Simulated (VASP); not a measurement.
# TiAl (P4/mmm) in VASP: a series of runs

The runs below take TiAl through single point, with LDA.

Everything below comes from runs of VASP 6.6.1. Logs are shortened: lines on timing, memory, paths and dates and some standing lists are left out, and cuts for length are marked.

### 1 The cell of the first run

The structure is tetragonal, space group P4/mmm (No. 123). Conventional cell: a = 3.306 Å, b = 3.306 Å, c = 3.433 Å, α = 90.00°, β = 90.00°, γ = 90.00°. Within 3.8 Å of Ti (site symmetry 4/mmm) lie 8 Al at 2.90 Å and 6 Ti at 3.31 to 3.43 Å. Al (site symmetry 4/mmm) has 8 Ti at 2.90 Å and 6 Al at 3.31 to 3.43 Å within 3.8 Å.

### 2 Single point, LDA (strain +0.040 along x and y, +0.080 along z)

INCAR reads:

```
ALGO = Fast
EDIFF = 1E-6
ENCUT = 520
GGA = CA
ISIF = 2
ISMEAR = 0
LASPH = T
LCHARG = T
LELF = T
LREAL = F
LVHAR = T
LWAVE = F
NBANDS = 14
NELM = 60
PREC = Accurate
SIGMA = 0.15
```

KPOINTS reads:

```
k-points
0
Gamma
  16 16 16
```

POSCAR reads:

```
TiAl
1.0
    3.3062265600      0.0000000000      0.0000000000
    0.0000000000      3.3062265600      0.0000000000
    0.0000000000      0.0000000000      3.4333891200
Ti Al
1 1
Direct
    0.0000000000      0.0000000000      0.0000000000
    0.5000000000      0.5000000000      0.5000000000
```

Potentials or basis: VASP PAW LDA potentials, release 64 (Ti_sv, Al).

Started as:

```
cat potpaw_LDA.64/Ti_sv/POTCAR potpaw_LDA.64/Al/POTCAR > POTCAR
mpirun -np 1 vasp_std > vasp.out
```

OUTCAR:

```text
EDIFF = 1E-6
   ENCUT = 520
   GGA = CA
   ISIF = 2
   ISMEAR = 0
   LASPH = T
   LREAL = F
   NELM = 60
   PREC = Accurate

 ion  position               nearest neighbor table
   1  0.000  0.000  0.000-   2 2.90   2 2.90   2 2.90   2 2.90   2 2.90   2 2.90   2 2.90   2 2.90

   2  0.500  0.500  0.500-   1 2.90   1 2.90   1 2.90   1 2.90   1 2.90   1 2.90   1 2.90   1 2.90

  LATTYP: Found a simple tetragonal cell.
 ALAT       =     3.3062265600
 C/A-ratio  =     1.0384615385

  Lattice vectors:

 A1 = (   3.3062265600,   0.0000000000,   0.0000000000)
 A2 = (   0.0000000000,   3.3062265600,   0.0000000000)
 A3 = (   0.0000000000,   0.0000000000,   3.4333891200)

Analysis of symmetry for initial positions (statically):
=====================================================================
 Subroutine PRICEL returns:
 Original cell was already a primitive cell.

 Routine SETGRP: Setting up the symmetry group for a
 simple tetragonal supercell.

 Subroutine GETGRP returns: Found 16 space group operations
 (whereof 16 operations were pure point group operations)
 out of a pool of 16 trial point group operations.

The static configuration has the point symmetry D_4h.

Analysis of symmetry for dynamics (positions and initial velocities):
=====================================================================
 Subroutine PRICEL returns:
 Original cell was already a primitive cell.

 Routine SETGRP: Setting up the symmetry group for a
 simple tetragonal supercell.

 Subroutine GETGRP returns: Found 16 space group operations
 (whereof 16 operations were pure point group operations)
 out of a pool of 16 trial point group operations.

The dynamic configuration has the point symmetry D_4h.

 Subroutine INISYM returns: Found 16 space group operations
 (whereof 16 operations are pure point group operations),
 and found     1 'primitive' translations

----------------------------------------------------------------------------------------

                                     Primitive cell

  volume of cell :      37.5308

  direct lattice vectors                    reciprocal lattice vectors
     3.306226560  0.000000000  0.000000000     0.302459611  0.000000000  0.000000000
     0.000000000  3.306226560  0.000000000     0.000000000  0.302459611  0.000000000
     0.000000000  0.000000000  3.433389120     0.000000000  0.000000000  0.291257403

  length of vectors
     3.306226560  3.306226560  3.433389120     0.302459611  0.302459611  0.291257403

  position of ions in fractional coordinates (direct lattice)
     0.000000000  0.000000000  0.000000000
     0.500000000  0.500000000  0.500000000

  ion indices of the primitive-cell ions
   primitive index   ion index
                 1           1
                 2           2

----------------------------------------------------------------------------------------

 KPOINTS: k-points

Automatic generation of k-mesh.
 Grid dimensions read from file:
 generate k-points for:   16   16   16

 Generating k-lattice:

  Cartesian coordinates                     Fractional coordinates (reciprocal lattice)
     0.018903726  0.000000000  0.000000000     0.062500000  0.000000000  0.000000000
     0.000000000  0.018903726  0.000000000     0.000000000  0.062500000  0.000000000
     0.000000000  0.000000000  0.018203588     0.000000000  0.000000000  0.062500000

  Length of vectors
     0.018903726  0.018903726  0.018203588

  Shift w.r.t. Gamma in fractional coordinates (k-lattice)
     0.000000000  0.000000000  0.000000000

 Subroutine IBZKPT returns following result:
 ===========================================

 Found    405 irreducible k-points:

 Following reciprocal coordinates:
            Coordinates               Weight
  0.000000  0.000000  0.000000      1.000000
  0.062500  0.000000  0.000000      4.000000
  0.125000  0.000000  0.000000      4.000000
  0.187500  0.000000  0.000000      4.000000
  0.250000  0.000000  0.000000      4.000000
  0.312500  0.000000  0.000000      4.000000
[... 16 lines left out ...]
  0.437500  0.125000  0.000000      8.000000
  0.500000  0.125000  0.000000      4.000000
 [... further k-points ...]
   k-points           NKPTS =    405   k-points in BZ     NKDIM =    405   number of bands    NBANDS=     14
   number of dos      NEDOS =    301   number of ions     NIONS =      2
   total plane-waves  NPLWV =  21952
   dimension x,y,z NGX =    28 NGY =   28 NGZ =   28
   dimension x,y,z NGXF=    56 NGYF=   56 NGZF=   56
   ions per type =               1   1
   NGX,Y,Z   is equivalent  to a cutoff of  14.08, 14.08, 13.56 a.u.
   NGXF,Y,Z  is equivalent  to a cutoff of  28.16, 28.16, 27.12 a.u.
 SYSTEM =  unknown system
   PREC   = accura    normal or accurate (medium, high low for compatibility)
   ISTART =      0    job   : 0-new  1-cont  2-samecut
   ICHARG =      2    charge: 1-file 2-atom 10-const
   ISPIN  =      1    spin polarized calculation?
   LNONCOLLINEAR =      F non collinear calculations
   LSORBIT =      F    spin-orbit coupling
   LASPH  =      T    aspherical Exc in radial PAW
   ENCUT  =  520.0 eV  38.22 Ry    6.18 a.u.   6.15  6.15  6.38*2*pi/ulx,y,z
   NELM   =     60;   NELMIN=  2; NELMDL= -5     # of ELM steps
   EDIFF  = 0.1E-05   stopping-criterion for ELM
   LREAL  =      F    real-space projection
   EDIFFG = 0.1E-04   stopping-criterion for IOM
   NSW    =      0    number of steps for IOM
   IBRION =     -1    ionic relax: 0-MD 1-quasi-New 2-CG
   NFREE  =      0    steps in history (QN), initial steepest desc. (CG)
   ISIF   =      2    stress and relaxation
   ISYM   =      2    0-nonsym 1-usesym 2-fastsym
   POTIM  = 0.5000    time-step for ionic-motion
   TEBEG  =    0.0;   TEEND  =   0.0 temperature during run
   PSTRESS=    0.0 pullay stress
   NELECT =      15.0000    total number of electrons
   NUPDOWN=      -1.0000    fix difference up-down
   EMIN   =  10.00;   EMAX   =-10.00  energy-range for DOS
   EFERMI =   0.00;   METHOD = LEGACY
   ISMEAR =     0;   SIGMA  =   0.15  broadening in eV -4-tet -1-fermi 0-gaus
   EFERMI_NEDOS =   21; number of points for ismear=-14 and -15
   IALGO  =     68    algorithm
   IMIX   =      4    mixing-type and parameters
     AMIX     =   0.40;   BMIX     =  1.00
     AMIX_MAG =   1.60;   BMIX_MAG =  1.00
  volume/ion in A,a.u.               =      18.77       126.64
  Fermi-wavevector in a.u.,A,eV,Ry     =   1.205894  2.278809 19.785328  1.454181
  Thomas-Fermi vector in A             =   2.341577
   LORBIT       =      0    0 simple, 1 ext, 2 COOP (PROOUT), +10 PAW based schemes
   GGA     = CA    functional components
   LHFCALC =     F    Hartree Fock is set to
   AEXX    =    0.0000 exact exchange contribution
   IVDW    =     0    specifies the selected vdW correction
   LEPSILON=     F    determine dielectric tensor
   LRPA    =     F    only Hartree local field effects (RPA)
 non-spin polarized calculation
 RMM-DIIS sequential band-by-band and
 Gauss-broadening in eV      SIGMA  =   0.15
  energy-cutoff  :      520.00
  volume of cell :       37.53
 maximum number of plane-waves:      1040
 NGX is ok and might be reduce to    28
   NGX = 13   NGY = 13   NGZ = 13

 number of electron      14.9999998 magnetization

 Free energy of the ion-electron system (eV)
  ---------------------------------------------------
  ext. energy  EPLUGINS =         0.00000000
  ---------------------------------------------------
  free energy    TOTEN  =       -12.88169160 eV

  energy without entropy =      -12.84503600  energy(sigma->0) =      -12.86336380

 E-fermi :   6.9513     XC(G=0): -10.6540

 val. band max:        6.9508403609   @ k =   0.5000   0.5000   0.4375
 cond. band min:       6.9543539256   @ k =   0.4375   0.3750   0.2500
 fundamental gap:      0.0035135648
 Fermi energy:         6.9512927669

 k-point     1 :       0.0000    0.0000    0.0000
  band No.  band energies     occupation
      1     -49.5169      2.00000
      2     -26.1309      2.00000
      3     -26.0966      2.00000
      4     -26.0966      2.00000
      5      -1.5364      2.00000
      6       5.8396      2.00000
      7       5.9122      2.00000
      8       8.3468      0.00000
      9       8.3468      0.00000
     10       8.4861      0.00000
     11      10.1390      0.00000
     12      11.0358      0.00000
     13      11.0358      0.00000
     14      15.0192      0.00000

 k-point     2 :       0.0625    0.0000    0.0000
  band No.  band energies     occupation
      1     -49.5165      2.00000
      2     -26.1305      2.00000
      3     -26.1008      2.00000
      4     -26.0962      2.00000
      5      -1.4803      2.00000
      6       5.8448      2.00000
      7       5.9043      2.00000
      8       8.2286      0.00000
      9       8.3532      0.00000
     10       8.4030      0.00000
     11      10.3002      0.00000
     12      10.7327      0.00000
     13      11.1613      0.00000
     14      15.0798      0.00000

 k-point     3 :       0.1250    0.0000    0.0000
  band No.  band energies     occupation
      1     -49.5156      2.00000
      2     -26.1294      2.00000
      3     -26.1128      2.00000
      4     -26.0952      2.00000
      5      -1.3130      2.00000
      6       5.7587      2.00000
      7       5.9525      2.00000
      8       7.9607      0.00000
      9       8.1964      0.00000
     10       8.3714      0.00000
     11      10.1080      0.00000
     12      10.6983      0.00000
     13      11.4969      0.00000
     14      14.7598      0.00000

 k-point     4 :       0.1875    0.0000    0.0000
  band No.  band energies     occupation
      1     -49.5141      2.00000
      2     -26.1308      2.00000
      3     -26.1278      2.00000
      4     -26.0936      2.00000
      5      -1.0375      2.00000
      6       5.4933      2.00000
      7       6.0571      2.00000
      8       7.6570      0.00000
      9       7.9408      0.00000
     10       8.3989      0.00000
     11       9.5541      0.00000
     12      11.2237      0.00000
     13      11.9721      0.00000
     14      14.5412      0.00000

 k-point     5 :       0.2500    0.0000    0.0000
  band No.  band energies     occupation
      1     -49.5124      2.00000
      2     -26.1520      2.00000
      3     -26.1259      2.00000
      4     -26.0918      2.00000
      5      -0.6589      2.00000
      6       4.9998      2.00000
      7       6.1901      2.00000
      8       7.3738      0.00007
      9       7.6893      0.00000
     10       8.4316      0.00000
     11       9.2599      0.00000
[... 276 lines left out ...]
 k-point    22 :       0.3750    0.1250    0.0000
  band No.  band energies     occupation
      1     -49.5080      2.00000
      2     -26.1889      2.00000
      3     -26.1209      2.00000
      4     -26.1041      2.00000
      5       0.5519      2.00000
      6       3.7058      2.00000
      7       6.4343      2.00000
      8       7.0289      0.46416
      9       7.1166      0.11913
     10       8.2794      0.00000
     11       9.3551      0.00000
     12      12.3386      0.00000
     13      13.4454      0.00000
     14      14.1533      0.00000

 k-point    23 :       0.4375    0.1250    0.0000
  band No.  band energies     occupation
      1     -49.5070      2.00000
      2     -26.2007      2.00000
      3     -26.1198      2.00000
      4     -26.1029      2.00000
      5       1.1239      2.00000
      6       2.9828      2.00000
      7       6.5835      1.99947
      8       6.9252      1.19454
      9       6.9805      0.78319
     10       8.3053      0.00000
     11       9.4264      0.00000
     12      12.7534      0.00000
     13      14.1259      0.00000
     14      14.1554      0.00000

 k-point    24 :       0.5000    0.1250    0.0000
  band No.  band energies     occupation
      1     -49.5066      2.00000
      2     -26.2048      2.00000
      3     -26.1194      2.00000
      4     -26.1026      2.00000
      5       1.4781      2.00000
      6       2.5748      2.00000
      7       6.6651      1.99302
      8       6.8899      1.43699
      9       6.9034      1.34871
     10       8.3146      0.00000
     11       9.4613      0.00000
     12      12.9227      0.00000
     13      14.3440      0.00000
     14      14.6573      0.00000

 [... further k-points ...]
[... 5 lines left out ...]
  --------------------------------------------------------------------------------------
  -------------------------------------------------------------------------------------
  Total       -4.1701128     -4.1701128     -3.5292271      0.0000000      0.0000000      0.0000000
  in kB     -178.0205503   -178.0205503   -150.6613801      0.0000000      0.0000000      0.0000000
  external PRESSURE =    -168.9008269 kB  Pullay stress =       0.0000000 kB

 VOLUME and BASIS-vectors are now :
 -----------------------------------------------------------------------------
  energy-cutoff  :      520.00
  volume of cell :       37.53
      direct lattice vectors                 reciprocal lattice vectors
     3.306226560  0.000000000  0.000000000     0.302459611  0.000000000  0.000000000
     0.000000000  3.306226560  0.000000000     0.000000000  0.302459611  0.000000000
     0.000000000  0.000000000  3.433389120     0.000000000  0.000000000  0.291257403

 POSITION                                       TOTAL-FORCE (eV/Angst)
 -----------------------------------------------------------------------------------
      0.00000      0.00000      0.00000         0.000000      0.000000      0.000000
      1.65311      1.65311      1.71669         0.000000      0.000000      0.000000
 -----------------------------------------------------------------------------------
    total drift:                               -0.000000     -0.000000     -0.000000

  FREE ENERGIE OF THE ION-ELECTRON SYSTEM (eV)
  ---------------------------------------------------
  free  energy   TOTEN  =       -12.8816915963 eV

  energy  without entropy=      -12.8450360048  energy(sigma->0) =      -12.86336380
```

Run time: 7.8 min. Hardware: 1 thread of Intel Xeon 8259CL, shared host; peak memory 0.32 GiB.

Results:

```yaml
Free_energy: -12.8817 eV
Pressure: -16.9 GPa
Band_gap_on_the_k_mesh: zero (an odd number of electrons rules out a gap without spin polarisation)
```

Caveat: the cell differs from its parent crystal (strain +0.040 along x and y, +0.080 along z); the cell stands under tension.

(Continued in part 2 of 2.)
